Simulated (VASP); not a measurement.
# HfO2 (I4/mmm) in VASP: further runs

HfO2 is run at these levels: r2SCAN; tasks: single point.

Everything below comes from runs of VASP 6.6.1. Logs are shortened: lines on timing, memory, paths and dates and some standing lists are left out, and cuts for length are marked.

### 1 The cell of the first run

Symmetry: I4/mmm, No. 139, tetragonal system. The conventional cell has a = 3.541 Å, b = 3.541 Å, c = 5.077 Å, α = 90.00°, β = 90.00°, γ = 90.00°. Within 2.9 Å of Hf (site symmetry 4/mmm) lie 8 O at 2.18 Å. O (site symmetry -4m2) has 4 Hf at 2.18 Å and 6 O at 2.50 to 2.54 Å within 2.9 Å.

### 2 Single point, r2SCAN, non-collinear spin, zero start, spin-orbit coupling (epitaxial xy strain -1.0%)

Contents of POSCAR:

```
HfO2
1.0
    0.0000000000      2.5038904961      2.5386094059
    2.5038904961      0.0000000000      2.5386094059
    2.5038904961      2.5038904961      0.0000000000
Hf O
1 2
Direct
    0.0000000000      0.0000000000      0.0000000000
    0.2500000000      0.2500000000      0.2500000000
    0.7500000000      0.7500000000      0.7500000000
```

Contents of INCAR.step1:

```
SYSTEM = HfO2
PREC     = Accurate       ! precision mode
ENCUT    = 520            ! plane-wave cutoff, eV
ISMEAR   = 0              ! smearing method
SIGMA    = 0.01           ! smearing width, eV
LREAL    = .False.        ! projectors in reciprocal space
LASPH    = .True.         ! aspherical terms in the spheres
NELM     = 150            ! most SCF steps
MAGMOM   = 0 0 0 0 0 0 0 0 0 ! initial moments
LSORBIT  = .True.         ! spin-orbit coupling
GGA_COMPAT= .False.      
LMAXMIX  = 4              ! l up to which the mixer works
NBANDS   = 35             ! bands
GGA      = PE             ! functional
ALGO     = Normal         ! electronic algorithm
EDIFF    = 1E-4           ! SCF threshold, eV
LWAVE    = .True.         ! write WAVECAR
LCHARG   = .False.        ! write CHGCAR
```

Contents of INCAR.step2:

```
SYSTEM = HfO2
PREC     = Accurate       ! precision mode
ENCUT    = 520            ! plane-wave cutoff, eV
EDIFF    = 1E-7           ! SCF threshold, eV
ISMEAR   = 0              ! smearing method
SIGMA    = 0.01           ! smearing width, eV
LREAL    = .False.        ! projectors in reciprocal space
LASPH    = .True.         ! aspherical terms in the spheres
NELM     = 150            ! most SCF steps
ALGO     = Normal         ! electronic algorithm
ISIF     = 2              ! what is computed and relaxed
LWAVE    = .False.        ! write WAVECAR
LCHARG   = .False.        ! write CHGCAR
MAGMOM   = 0 0 0 0 0 0 0 0 0 ! initial moments
LORBIT   = 11             ! projections on sites
LSORBIT  = .True.         ! spin-orbit coupling
GGA_COMPAT= .False.      
LORBMOM  = .True.       
LMAXMIX  = 4              ! l up to which the mixer works
METAGGA  = R2SCAN         ! meta-GGA
LMIXTAU  = .True.       
NBANDS   = 35             ! bands
ISTART   = 1
```

Contents of KPOINTS:

```
regular mesh
0
Gamma
  8 8 8
  0 0 0
```

Potentials or basis: VASP PAW PBE potentials, release 64 (Hf_pv, O).

Launch:

```bash
> cat potpaw_PBE.64/Hf_pv/POTCAR potpaw_PBE.64/O/POTCAR > POTCAR
> cp INCAR.step1 INCAR
> mpirun -np 1 vasp_ncl > vasp.out
> cp INCAR.step2 INCAR
> mpirun -np 1 vasp_ncl > vasp.out
```

OUTCAR:

```text
SYSTEM = HfO2
   PREC = Accurate
   ENCUT = 520
   EDIFF = 1E-7
   ISMEAR = 0
   LREAL = .False.
   LASPH = .True.
   NELM = 150
   ISIF = 2
   LORBIT = 11
   LSORBIT = .True.
   METAGGA = R2SCAN
   ISTART = 1

 ion  position               nearest neighbor table
   1  0.000  0.000  0.000-   3 2.18   3 2.18   3 2.18   2 2.18   3 2.18   2 2.18   2 2.18   2 2.18

   2  0.250  0.250  0.250-   1 2.18   1 2.18   1 2.18   1 2.18
   3  0.750  0.750  0.750-   1 2.18   1 2.18   1 2.18   1 2.18

  LATTYP: Found a body centered tetragonal cell.
 ALAT       =     3.5410358983
 C/A-ratio  =     1.4338230274

  Lattice vectors:

 A1 = (  -2.5038904961,   0.0000000000,   2.5386094059)
 A2 = (   2.5038904961,   0.0000000000,   2.5386094059)
 A3 = (   0.0000000000,   2.5038904961,  -2.5386094059)

Analysis of symmetry for initial positions (statically):
=====================================================================
 Subroutine PRICEL returns:
 Original cell was already a primitive cell.

 Routine SETGRP: Setting up the symmetry group for a
 body centered tetragonal supercell.

 Subroutine GETGRP returns: Found 16 space group operations
 (whereof 16 operations were pure point group operations)
 out of a pool of 16 trial point group operations.

The static configuration has the point symmetry D_4h.

Analysis of symmetry for dynamics (positions and initial velocities):
=====================================================================
 Subroutine PRICEL returns:
 Original cell was already a primitive cell.

 Routine SETGRP: Setting up the symmetry group for a
 body centered tetragonal supercell.

 Subroutine GETGRP returns: Found 16 space group operations
 (whereof 16 operations were pure point group operations)
 out of a pool of 16 trial point group operations.

The dynamic configuration has the point symmetry D_4h.

Analysis of structural, dynamic, and magnetic symmetry:
=====================================================================
 Subroutine PRICEL returns:
 Original cell was already a primitive cell.

 Routine SETGRP: Setting up the symmetry group for a
 body centered tetragonal supercell.

 Subroutine GETGRP returns: Found 16 space group operations
 (whereof 16 operations were pure point group operations)
 out of a pool of 16 trial point group operations.

The overall configuration has the point symmetry D_4h.

 Subroutine INISYM returns: Found 16 space group operations
 (whereof 16 operations are pure point group operations),
 and found     1 'primitive' translations

----------------------------------------------------------------------------------------

                                     Primitive cell

  volume of cell :      31.8315

  direct lattice vectors                    reciprocal lattice vectors
     0.000000000  2.503890496  2.538609406    -0.199689244  0.199689244  0.196958224
     2.503890496  0.000000000  2.538609406     0.199689244 -0.199689244  0.196958224
     2.503890496  2.503890496  0.000000000     0.199689244  0.199689244 -0.196958224

  length of vectors
     3.565670390  3.565670390  3.541035898     0.344302382  0.344302382  0.344302382

  position of ions in fractional coordinates (direct lattice)
     0.000000000  0.000000000  0.000000000
     0.250000000  0.250000000  0.250000000
     0.750000000  0.750000000  0.750000000

  ion indices of the primitive-cell ions
   primitive index   ion index
                 1           1
                 2           2
                 3           3

----------------------------------------------------------------------------------------

 KPOINTS: regular mesh

Automatic generation of k-mesh.
 Grid dimensions read from file:
 generate k-points for:    8    8    8

 Generating k-lattice:

[... 95 lines left out ...]
 maximum number of plane-waves:      1778
   NGX = 13   NGY = 13   NGZ = 13

 number of electron      21.9999995 magnetization       0.0000000     -0.0000000     -0.0000000

 number of electron      21.9999995 magnetization       0.0000000     -0.0000000      0.0000000

 Free energy of the ion-electron system (eV)
  ---------------------------------------------------
  ext. energy  EPLUGINS =         0.00000000
  ---------------------------------------------------
  free energy    TOTEN  =       -69.14420475 eV

  energy without entropy =      -69.14420475  energy(sigma->0) =      -69.14420475

 E-fermi :   4.3587     XC(G=0): -12.7173

 val. band max:        4.1610468835   @ k =   0.5000   0.0000   0.5000
 cond. band min:       8.4421193433   @ k =   0.5000   0.0000   0.5000
 fundamental gap:      4.2810724598
 Fermi energy:         4.3587078975

 k-point     1 :       0.0000    0.0000    0.0000
  band No.  band energies     occupation
      1     -31.2935      1.00000
      2     -31.2935      1.00000
      3     -24.2044      1.00000
      4     -24.2044      1.00000
      5     -24.1977      1.00000
      6     -24.1977      1.00000
[... 877 lines left out ...]
     33      15.0457      0.00000
     34      15.0457      0.00000

 [... further k-points ...]

 [bands above 34 left out]

------------------------ aborting loop because EDIFF is reached ----------------------------------------

  FORCE on cell =-STRESS in cart. coord.  units (eV):
  Direction    XX          YY          ZZ          XY          YZ          ZX
  --------------------------------------------------------------------------------------
  -------------------------------------------------------------------------------------
  Total        0.5932492      0.5932492     -0.8041682      0.0000000      0.0000000      0.0000000
  in kB       29.8600936     29.8600936    -40.4763104      0.0000000      0.0000000      0.0000000
  external PRESSURE =       6.4146256 kB  Pullay stress =       0.0000000 kB

 VOLUME and BASIS-vectors are now :
 -----------------------------------------------------------------------------
  energy-cutoff  :      520.00
  volume of cell :       31.83
      direct lattice vectors                 reciprocal lattice vectors
     0.000000000  2.503890496  2.538609406    -0.199689244  0.199689244  0.196958224
     2.503890496  0.000000000  2.538609406     0.199689244 -0.199689244  0.196958224
     2.503890496  2.503890496  0.000000000     0.199689244  0.199689244 -0.196958224

 POSITION                                       TOTAL-FORCE (eV/Angst)
 -----------------------------------------------------------------------------------
      0.00000      0.00000      0.00000        -0.000000      0.000000     -0.000000
      1.25195      1.25195      1.26930         0.000000      0.000000      0.000000
      3.75584      3.75584      3.80791        -0.000000     -0.000000     -0.000000
 -----------------------------------------------------------------------------------
    total drift:                                0.000000      0.000000      0.000000

  FREE ENERGIE OF THE ION-ELECTRON SYSTEM (eV)
  ---------------------------------------------------
  free  energy   TOTEN  =       -69.1442047473 eV

  energy  without entropy=      -69.1442047473  energy(sigma->0) =      -69.14420475

 orbital moment (x)

 # of ion     p       d       tot
 ----------------------------------------
  1         0.000   0.000   0.000
  2         0.000   0.000   0.000
  3         0.000   0.000   0.000
 ----------------------------------------
            0.000   0.000   0.000

 orbital moment (y)

 # of ion     p       d       tot
 ----------------------------------------
  1         0.000   0.000   0.000
  2        -0.000   0.000  -0.000
  3        -0.000   0.000  -0.000
 ----------------------------------------
           -0.000   0.000  -0.000

 orbital moment (z)

 # of ion     p       d       tot
 ----------------------------------------
  1         0.000   0.000   0.000
  2        -0.000   0.000  -0.000
  3        -0.000   0.000  -0.000
 ----------------------------------------
           -0.000   0.000  -0.000

 Spin-Orbit-Coupling matrix elements

 Ion:    1  E_soc:     -1.1858995
 l=   1
     0.0000000    -0.1941918    -0.1943340
    -0.1941918     0.0000000    -0.1941918
    -0.1943340    -0.1941918     0.0000000
 l=   2
     0.0000000    -0.0008476     0.0000000    -0.0008476    -0.0025695
    -0.0008476     0.0000000    -0.0019196    -0.0008481    -0.0006401
     0.0000000    -0.0019196     0.0000000    -0.0019196     0.0000000
    -0.0008476    -0.0008481    -0.0019196     0.0000000    -0.0006401
    -0.0025695    -0.0006401     0.0000000    -0.0006401     0.0000000
 l=   3
     0.0000000     0.0000000     0.0000000     0.0000000     0.0000000     0.0000000     0.0000000
     0.0000000     0.0000000     0.0000000     0.0000000     0.0000000     0.0000000     0.0000000
     0.0000000     0.0000000     0.0000000     0.0000000     0.0000000     0.0000000     0.0000000
     0.0000000     0.0000000     0.0000000     0.0000000     0.0000000     0.0000000     0.0000000
[... 29 lines left out ...]
 l=   2
     0.0000000     0.0000000     0.0000000     0.0000000     0.0000000
     0.0000000     0.0000000     0.0000000     0.0000000     0.0000000
     0.0000000     0.0000000     0.0000000     0.0000000     0.0000000
     0.0000000     0.0000000     0.0000000     0.0000000     0.0000000
     0.0000000     0.0000000     0.0000000     0.0000000     0.0000000
 l=   3
     0.0000000     0.0000000     0.0000000     0.0000000     0.0000000     0.0000000     0.0000000
     0.0000000     0.0000000     0.0000000     0.0000000     0.0000000     0.0000000     0.0000000
     0.0000000     0.0000000     0.0000000     0.0000000     0.0000000     0.0000000     0.0000000
     0.0000000     0.0000000     0.0000000     0.0000000     0.0000000     0.0000000     0.0000000
     0.0000000     0.0000000     0.0000000     0.0000000     0.0000000     0.0000000     0.0000000
     0.0000000     0.0000000     0.0000000     0.0000000     0.0000000     0.0000000     0.0000000
     0.0000000     0.0000000     0.0000000     0.0000000     0.0000000     0.0000000     0.0000000

 total charge

# of ion       s       p       d       tot
------------------------------------------
    1        0.302   6.643   1.359   8.304
    2        1.568   3.595   0.000   5.163
    3        1.568   3.595   0.000   5.163
--------------------------------------------------
tot          3.438  13.832   1.359  18.630

 magnetization (x)

# of ion       s       p       d       tot
------------------------------------------
    1       -0.000   0.000   0.000  -0.000
    2        0.000   0.000   0.000   0.000
    3        0.000   0.000   0.000   0.000
--------------------------------------------------
tot         -0.000   0.000   0.000  -0.000

 magnetization (y)

# of ion       s       p       d       tot
------------------------------------------
    1        0.000   0.000  -0.000   0.000
    2        0.000   0.000   0.000   0.000
    3        0.000   0.000   0.000   0.000
--------------------------------------------------
tot          0.000   0.000  -0.000   0.000

 magnetization (z)

# of ion       s       p       d       tot
------------------------------------------
    1       -0.000   0.000  -0.000  -0.000
    2        0.000   0.000   0.000   0.000
    3        0.000   0.000   0.000   0.000
--------------------------------------------------
tot         -0.000   0.000  -0.000  -0.000
```

Run time: 22 min. Hardware: 1 thread of Oxide Virtual Turin-like, shared host; peak memory 0.31 GiB.

What came out:

| Quantity | Value |
| --- | --- |
| Free energy | -69.1442 eV |
| Pressure | 0.6 GPa |
| Net moment | 0.00 μB per cell |
| Valence electrons inside the program's atomic spheres | Hf 8.30; O 5.16 |

Moments on the atoms (μB; x, y, z):
```
Hf  0.00 0.00 0.00
O   0.00 0.00 0.00
O   0.00 0.00 0.00
```

Caveat: the cell differs from its parent crystal (epitaxial xy strain -1.0%); the stress differs along the axes, from -4 to 3 GPa; the PAW data sets were made with another functional, which shifts forces and pressure a little.

[end of part 1 of 2]
